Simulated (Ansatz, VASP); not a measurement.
# Na in VASP and in Ansatz

```
Na
1.0
     3.81357    0.00000    0.00000
    -1.90679    3.30265    0.00000
     0.00000    0.00000    6.22757
Na
2
Direct
  0.33333 0.66667 0.25000
  0.66667 0.33333 0.75000
```

Alike in both runs: task single point; functional r2SCAN; k mesh 11 × 11 × 6; occupations fermi-dirac, width 0.1 eV; no spin polarisation.

|  | VASP | Ansatz |
| --- | --- | --- |
| version | VASP 6.6.1 | Ansatz 0.2.0 |
| potentials or method | VASP PAW PBE potentials, release 64 (Na_pv), cutoff 520 eV | plane waves (500 eV) with PAW, scalar-relativistic |
| valence electrons in the cell | 14 | 18 |

VASP gave:

| Item | Value |
| --- | --- |
| pressure (GPa) | -0.2 |
| traceless stress, the component that is largest in VASP (GPa) | 0.16 |

Problem. What did Ansatz give for the same quantities?

Solution. Pressure (GPa): -0.2; traceless stress, the component that is largest in VASP (GPa): 0.10.

VASP's potentials were made for PBE, not for r2SCAN. The functional is the same, so the differences come from potentials, cutoffs and numerics. VASP's potentials hold 14 valence electrons a cell and Ansatz's 18, so a difference there can come from the potentials and not from the codes.
